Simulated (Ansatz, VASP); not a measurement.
Given: the input of a run of VASP 6.6.1 on Pb.

INCAR

```
SYSTEM = Pb
PREC = Accurate
ENCUT = 520
EDIFF = 1E-6
ISMEAR = -1
SIGMA = 0.05
LREAL = .False.
LASPH = .True.
NELM = 100
ALGO = Fast
ISIF = 2
LWAVE = .False.
LCHARG = .False.
GGA = PE
NBANDS = 36
```

The input KPOINTS:

```
Automatic mesh
0
Gamma
  9 9 3
  0 0 0
```

The input POSCAR:

```
Pb
1.0
    3.5243661423      0.0000000000      0.0000000000
   -1.7621830712      3.0521906115      0.0000000000
    0.0000000000      0.0000000000     11.4952418100
Pb
4
Direct
    0.6791310000      0.3412890000      0.7510270000
   -0.0156330000     -0.0036350000      0.5037530000
    0.3412300000      0.6808540000      0.2538540000
    0.0024170000      0.0016330000      0.0014650000
```

Potentials or basis: VASP PAW PBE potentials, release 64 (Pb_d).

Run with:

```sh
$ cat potpaw_PBE.64/Pb_d/POTCAR > POTCAR
$ mpirun -np 1 vasp_std > vasp.out
```

**Question.** Translate it to Ansatz 0.2.0. Potentials there: Ansatz PAW.

**Answer.** As run (the cutoff follows the program's own potentials):

The input input.yaml:

```yaml
crystal:
  lattice:
    - [3.5243661423, 0.0, 0.0]
    - [-1.7621830712, 3.0521906115, 0.0]
    - [0.0, 0.0, 11.49524181]
  atoms:
    - { symbol: Pb, position: [0.679131, 0.341289, 0.751027] }
    - { symbol: Pb, position: [-0.015633, -0.003635, 0.503753] }
    - { symbol: Pb, position: [0.34123, 0.680854, 0.253854] }
    - { symbol: Pb, position: [0.002417, 0.001633, 0.001465] }
hamiltonian:
  xc: pbe
  pseudopotentials: { kind: paw }
kpoints:
  mp_grid: { grid: [9, 9, 3] }
scf:
  occupations: { method: fermi_dirac, width: 0.05 }
output:
  forces: true
  stress: true
  eigenvalues: true
```

Potentials or basis: Ansatz PAW.

Launch:

```console
$ ansatz run input.yaml --threads 2 --pin off --max-ram 5120MiB --backend cpu --events-out ev --progress --plain --runs-dir out
```

Both were run:

|  | VASP | Ansatz | Ansatz less VASP |
| --- | --- | --- | --- |
| gap on the k mesh at the Fermi level (eV) | none | none | - |
| pressure (GPa) | 1.2 | 1.3 | +0.04 |
| traceless stress, the component that is largest in VASP (GPa) | 0.33 | 0.33 | +0.002 |
| rms of the force components (eV/Å) | 0.033 | 0.033 | -0.0001 |

Atom by atom the forces differ by 0.000 eV/Å (rms over components). A gap of «none» marks a metal or a gap that the smearing closes. With one functional, cell and mesh, what is left measures potentials, basis and numerics.

Spin-orbit coupling is off throughout.
